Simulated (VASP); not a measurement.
Set up this calculation in VASP 6.6.1, as the native input.

| Property | Result |
| --- | --- |
| Task | single point |
| Functional | RPBE |
| Potentials or basis | VASP PAW PBE potentials, release 64 (Al) |
| Cutoff | 520 eV |
| k mesh | 12 × 12 × 12 |
| Occupations | fermi-dirac, width 0.05 eV |
| Spin | no spin polarisation |
| Dipole correction | no |
| Further INCAR settings | ALGO = Fast; EDIFF = 1e-06; NBANDS = 8 |

The structure of Al lies in POSCAR:

```
Al
1.0
   -1.5912186900      1.5912186900      1.5912186900
    1.5912186900     -1.5912186900      1.5912186900
    1.5912186900      1.5912186900     -1.5912186900
Al
1
Direct
    0.0000000000      0.0000000000      0.0000000000
```

These files were run (other wordings do the same):

INCAR

```
PREC = Accurate ; ENCUT = 520
EDIFF = 1E-6 ; ISMEAR = -1
SIGMA = 0.05 ; LREAL = F
LASPH = T ; NELM = 100
ALGO = Fast ; ISIF = 2
LWAVE = F ; LCHARG = T
GGA = RP ; LELF = T
LVHAR = T ; NBANDS = 8
```

KPOINTS

```
regular mesh
0
Gamma
  12 12 12
```

Potentials or basis: VASP PAW PBE potentials, release 64 (Al).

Launch:

```sh
$ cat potpaw_PBE.64/Al/POTCAR > POTCAR
$ mpirun -np 1 vasp_std > vasp.out
```

Results of the run:

The pressure is 5.1 GPa.

Caveat: the PAW data sets were made with another functional, which shifts forces and pressure a little.

Wall time 6.1 s on 1 thread of Intel(R) Xeon(R) 6975P-C (Granite Rapids) (shared host), peak memory 0.12 GiB.
